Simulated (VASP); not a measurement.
# Nb2Br (Fddd) in VASP: relaxation of cell and atoms with PBE

Aim: the relaxation of cell and atoms of Nb2Br with PBE.

Everything below comes from runs of VASP 6.6.1. Logs are shortened: lines on timing, memory, paths and dates and some standing lists are left out, and cuts for length are marked.

**1. The cell of the first run**

Symmetry: Fddd, No. 70, orthorhombic system. The conventional cell has a = 5.260 Å, b = 9.076 Å, c = 9.393 Å, α = 90.00°, β = 90.00°, γ = 90.00°. Within 3.7 Å of Nb (site symmetry 2) lie 5 Br at 2.79 to 3.04 Å and 9 Nb at 2.80 to 3.52 Å. Br (site symmetry 222) has 10 Nb at 2.79 to 3.04 Å and 4 Br at 3.52 Å within 3.7 Å.

**2. Relaxation of cell and atoms, PBE**

INCAR

```
SYSTEM = Nb2Br
PREC = Accurate ; ENCUT = 600
EDIFF = 1E-6 ; ISMEAR = 0
SIGMA = 0.1 ; LREAL = .FALSE.
LASPH = .TRUE. ; NELM = 80
ALGO = Normal ; ISIF = 3
LWAVE = .FALSE. ; LCHARG = .FALSE.
GGA = PE ; IBRION = 2
NSW = 90 ; EDIFFG = -0.04
```

KPOINTS

```
Automatic mesh
0
G
  4 4 4
  0 0 0
```

POSCAR

```
Nb2Br
1.0
    0.0000000000      4.5382455530      4.6963898553
    2.6300444420      0.0000000000      4.6963898553
    2.6300444420      4.5382455530      0.0000000000
Nb Br
4 2
Direct
    0.0830000000      0.4170000000      0.0830000000
    0.4170000000      0.0830000000      0.4170000000
    0.1670000000      0.8330000000      0.1670000000
    0.8330000000      0.1670000000      0.8330000000
    0.7500000000      0.7500000000      0.7500000000
    0.5000000000      0.5000000000      0.5000000000
```

Potentials or basis: VASP PAW PBE potentials, release 64 (Nb_sv, Br).

Started as:

```
$ cat potpaw_PBE.64/Nb_sv/POTCAR potpaw_PBE.64/Br/POTCAR > POTCAR
$ mpirun -np 1 vasp_std > vasp.out
```

OUTCAR:

```text
SYSTEM = Nb2Br
   PREC = Accurate
   ENCUT = 600
   EDIFF = 1E-6
   ISMEAR = 0
   LREAL = .FALSE.
   LASPH = .TRUE.
   NELM = 80
   ISIF = 3
   GGA = PE
   IBRION = 2
   NSW = 90
   EDIFFG = -0.04

 ion  position               nearest neighbor table
   1  0.083  0.417  0.083-   6 2.79   6 2.79   3 2.80   3 2.80   2 3.03   2 3.03   2 3.03
   2  0.417  0.083  0.417-   6 2.79   6 2.79   4 2.80   4 2.80   1 3.03   1 3.03   1 3.03
   3  0.167  0.833  0.167-   5 2.79   5 2.79   1 2.80   1 2.80   4 3.03   4 3.03   4 3.03
   4  0.833  0.167  0.833-   5 2.79   5 2.79   2 2.80   2 2.80   3 3.03   3 3.03   3 3.03
   5  0.750  0.750  0.750-   4 2.79   3 2.79   4 2.79   3 2.79
   6  0.500  0.500  0.500-   1 2.79   2 2.79   1 2.79   2 2.79

  LATTYP: Found a face centered orthorhombic cell.
 ALAT       =     5.2600888840
 B/A-ratio  =     1.7255394930
 C/A-ratio  =     1.7856693903

  Lattice vectors:

 A1 = (   0.0000000000,   4.5382455530,   4.6963898553)
 A2 = (   2.6300444420,   0.0000000000,   4.6963898553)
 A3 = (   2.6300444420,   4.5382455530,   0.0000000000)

Analysis of symmetry for initial positions (statically):
=====================================================================
 Subroutine PRICEL returns:
 Original cell was already a primitive cell.

 Routine SETGRP: Setting up the symmetry group for a
 face centered orthorhombic supercell.

 Subroutine GETGRP returns: Found  8 space group operations
 (whereof  4 operations were pure point group operations)
 out of a pool of  8 trial point group operations.

The static configuration has the point symmetry D_2 .
 The point group associated with its full space group is D_2h.

Analysis of symmetry for dynamics (positions and initial velocities):
=====================================================================
 Subroutine PRICEL returns:
 Original cell was already a primitive cell.

 Routine SETGRP: Setting up the symmetry group for a
 face centered orthorhombic supercell.

 Subroutine GETGRP returns: Found  8 space group operations
 (whereof  4 operations were pure point group operations)
 out of a pool of  8 trial point group operations.

The dynamic configuration has the point symmetry D_2 .
 The point group associated with its full space group is D_2h.

 Subroutine INISYM returns: Found  8 space group operations
 (whereof  4 operations are pure point group operations),
 and found     1 'primitive' translations

----------------------------------------------------------------------------------------

                                     Primitive cell

  volume of cell :     112.1102

  direct lattice vectors                    reciprocal lattice vectors
     0.000000000  4.538245553  4.696389855    -0.190110856  0.110174735  0.106464756
     2.630044442  0.000000000  4.696389855     0.190110856 -0.110174735  0.106464756
[... 108 lines left out ...]
  Fermi-wavevector in a.u.,A,eV,Ry     =   1.372064  2.592825 25.613783  1.882560
  Thomas-Fermi vector in A             =   2.497705
   LORBIT       =      0    0 simple, 1 ext, 2 COOP (PROOUT), +10 PAW based schemes
   GGA     = PE    functional components
   LHFCALC =     F    Hartree Fock is set to
   AEXX    =    0.0000 exact exchange contribution
   IVDW    =     0    specifies the selected vdW correction
   LEPSILON=     F    determine dielectric tensor
   LRPA    =     F    only Hartree local field effects (RPA)
 conjugate gradient relaxation of ions
 non-spin polarized calculation
 Gauss-broadening in eV      SIGMA  =   0.10
  energy-cutoff  :      600.00
  volume of cell :      112.11
 maximum number of plane-waves:      3753
 NGX is ok and might be reduce to    54
   NGX = 27   NGY = 21   NGZ = 21

--------------------------------------- Ionic step        1  -------------------------------------------

 number of electron      66.0000001 magnetization

 Free energy of the ion-electron system (eV)
  ---------------------------------------------------
  ext. energy  EPLUGINS =         0.00000000
  ---------------------------------------------------
  free energy    TOTEN  =       -40.44145131 eV

  energy without entropy =      -40.40954441  energy(sigma->0) =      -40.42549786

------------------------ aborting loop because EDIFF is reached ----------------------------------------

  FORCE on cell =-STRESS in cart. coord.  units (eV):
  Direction    XX          YY          ZZ          XY          YZ          ZX
  --------------------------------------------------------------------------------------
  -------------------------------------------------------------------------------------
  Total        1.5624551     -3.1491986     -1.5386166      0.0000000      0.0000000      0.0000000
  in kB       22.3291875    -45.0054820    -21.9885093      0.0000000      0.0000000      0.0000000
  external PRESSURE =     -14.8882680 kB  Pullay stress =       0.0000000 kB
[... 101 lines left out ...]
  FREE ENERGIE OF THE ION-ELECTRON SYSTEM (eV)
  ---------------------------------------------------
  free  energy   TOTEN  =       -40.6078818764 eV

  energy  without entropy=      -40.5753782775  energy(sigma->0) =      -40.59163008

 E-fermi :  10.0896     XC(G=0): -11.5914

 val. band max:        9.9240912026   @ k =   0.2500   0.2500   0.0000
 cond. band min:      10.1069286215   @ k =   0.5000   0.2500   0.0000
 fundamental gap:      0.1828374189
 Fermi energy:        10.0896154777

 k-point     1 :       0.0000    0.0000    0.0000
  band No.  band energies     occupation
      1     -45.0628      2.00000
      2     -44.9205      2.00000
      3     -44.7578      2.00000
      4     -44.6705      2.00000
      5     -21.8365      2.00000
      6     -21.8342      2.00000
[... 745 lines left out ...]
     38      11.4859      0.00000
     39      11.6324      0.00000

[... ionic steps 4 to 33 ...]

--------------------------------------- Ionic step       34  -------------------------------------------

 number of electron      66.0000001 magnetization

------------------------ aborting loop because EDIFF is reached ----------------------------------------
[... 75 lines left out ...]
--------------------------------------- Ionic step       36  -------------------------------------------

 number of electron      66.0000001 magnetization

 Free energy of the ion-electron system (eV)
  ---------------------------------------------------
  ext. energy  EPLUGINS =         0.00000000
  ---------------------------------------------------
  free energy    TOTEN  =       -41.67320317 eV

  energy without entropy =      -41.64475890  energy(sigma->0) =      -41.65898103

 E-fermi :   9.7892     XC(G=0): -11.4753

 val. band max:        9.7119572048   @ k =  -0.2500   0.2500  -0.0000
 cond. band min:       9.8304143607   @ k =   0.2500   0.0000   0.2500
 fundamental gap:      0.1184571559
 Fermi energy:         9.7892252212

 k-point     1 :       0.0000    0.0000    0.0000
  band No.  band energies     occupation
      1     -45.4097      2.00000
      2     -45.2896      2.00000
      3     -45.1599      2.00000
      4     -45.0901      2.00000
      5     -22.0429      2.00000
      6     -22.0411      2.00000
[... 778 lines left out ...]
  FREE ENERGIE OF THE ION-ELECTRON SYSTEM (eV)
  ---------------------------------------------------
  free  energy   TOTEN  =       -41.6732031684 eV

  energy  without entropy=      -41.6447589002  energy(sigma->0) =      -41.65898103

 reached required accuracy - stopping structural energy minimisation
```

OSZICAR:

```text
N       E                     dE             d eps       ncg     rms          rms(c)
DAV:   1     0.911508710359E+03    0.91151E+03   -0.38167E+04  1404   0.191E+03
DAV:   2     0.441424599865E+02   -0.86737E+03   -0.85189E+03  1690   0.735E+02
DAV:   3    -0.344564022403E+02   -0.78599E+02   -0.76662E+02  2320   0.160E+02
[... 374 lines left out ...]
DAV:   5    -0.416729845567E+02   -0.17261E-03   -0.38254E-04  2592   0.111E-01    0.854E-02
DAV:   6    -0.416731784448E+02   -0.19389E-03   -0.28648E-04  2416   0.791E-02    0.186E-02
DAV:   7    -0.416732024609E+02   -0.24016E-04   -0.87647E-05  2536   0.495E-02    0.324E-03
DAV:   8    -0.416732027795E+02   -0.31867E-06   -0.10328E-05  1912   0.161E-02    0.301E-03
DAV:   9    -0.416732031684E+02   -0.38890E-06   -0.70379E-07  1112   0.718E-03
  36 F= -.41673203E+02 E0= -.41658981E+02  d E =-.169533E-02
```

Run time: 56 min. Hardware: 1 thread of Intel Xeon Platinum 8259CL at 2.50GHz (Skylake/Cascade Lake), shared host; peak memory 0.38 GiB.

What came out:

* Free energy: -41.6732 eV
* Relaxed volume: 19.82 Å³/atom
* Relaxed cell: a = 5.727 Å, b = 5.216 Å, c = 5.713 Å, α = 63.01°, β = 54.25°, γ = 62.74°
* Space group after relaxing (to 0.1 Å): I4_1/amd (No. 141)
* Energy gained by relaxing: 205.3 meV/atom
* Ionic steps: 36
* Pressure after relaxing: 0.0 GPa
* Largest force after relaxing: 0.015 eV/Å
* Band gap on the k mesh: zero (bands 33 and 34 overlap by 0.86 eV)

Forces in eV/Å, atoms in the order of the input:
```
Nb   0.000 -0.015  0.000
Nb   0.000  0.015  0.000
Nb   0.000  0.015  0.000
Nb   0.000 -0.015  0.000
Br   0.000  0.000  0.000
Br   0.000  0.000  0.000
```

The path:
```tsv
step	energy change (eV)	largest force (eV/Å)	pressure (GPa)	volume (Å³)
1	0.0000	0.5329	-1.49	112.11
2	-0.1353	0.4285	1.72	109.28
3	-0.1664	0.1302	5.79	106.35
4	-0.1724	0.2331	4.56	107.17
5	-0.2392	0.1068	3.79	108.14
6	-0.3149	0.3435	2.76	110.64
7	-0.3651	0.1357	0.10	113.05
8	-0.3723	0.0234	-1.34	114.49
9	-0.3907	0.0097	-0.82	114.00
10	-0.4098	0.0713	0.47	112.92
11	-0.4108	0.0911	0.85	112.62
12	-0.4267	0.1292	0.47	113.34
13	-0.4761	0.2329	-0.38	115.43
14	-0.7011	0.4023	-1.79	119.14
15	-1.0912	0.3789	-4.57	124.67
16	-1.0792	0.3514	-3.91	123.54
17	-1.0926	0.3665	-4.17	123.99
18	-1.0960	0.3658	-4.23	124.10
19	-1.1013	0.3626	-4.36	124.34
20	-1.1010	0.3506	-4.61	124.81
21	-1.1029	0.3588	-4.47	124.54
22	-1.1099	0.3439	-4.32	124.35
23	-1.1295	0.2999	-3.85	123.79
24	-1.1623	0.2063	-2.88	122.65
25	-1.2011	0.0017	-0.78	120.41
26	-1.1583	0.5051	4.07	115.98
27	-1.2062	0.1073	0.26	119.36
28	-1.2062	0.1176	0.37	119.26
29	-1.2087	0.1208	0.34	119.28
30	-1.2150	0.1295	0.25	119.36
31	-1.2232	0.1545	0.10	119.50
32	-1.2208	0.2246	-0.07	119.76
33	-1.2252	0.1817	0.00	119.61
34	-1.2279	0.1194	-0.20	119.64
35	-1.2301	0.0137	-0.57	119.70
36	-1.2318	0.0147	-0.01	118.95
```

Final structure:
```yaml
crystal:
  lattice:
    - [0.00000, 4.37191, 3.69902]
    - [3.67760, 0.00000, 3.69902]
    - [3.67760, 4.37191, 0.00000]
  atoms:
    - { symbol: Nb, position: [0.09550, 0.40450, 0.09550] }
    - { symbol: Nb, position: [0.40450, 0.09550, 0.40450] }
    - { symbol: Nb, position: [0.15450, 0.84550, 0.15450] }
    - { symbol: Nb, position: [0.84550, 0.15450, 0.84550] }
    - { symbol: Br, position: [0.75000, 0.75000, 0.75000] }
    - { symbol: Br, position: [0.50000, 0.50000, 0.50000] }
```

Caveat: the k points lie up to 0.35 Å⁻¹ apart in the final cell, too coarse for converged energies and pressures of a metal.

The gap in the log of VASP goes by the Fermi energy; the results here count the filled bands.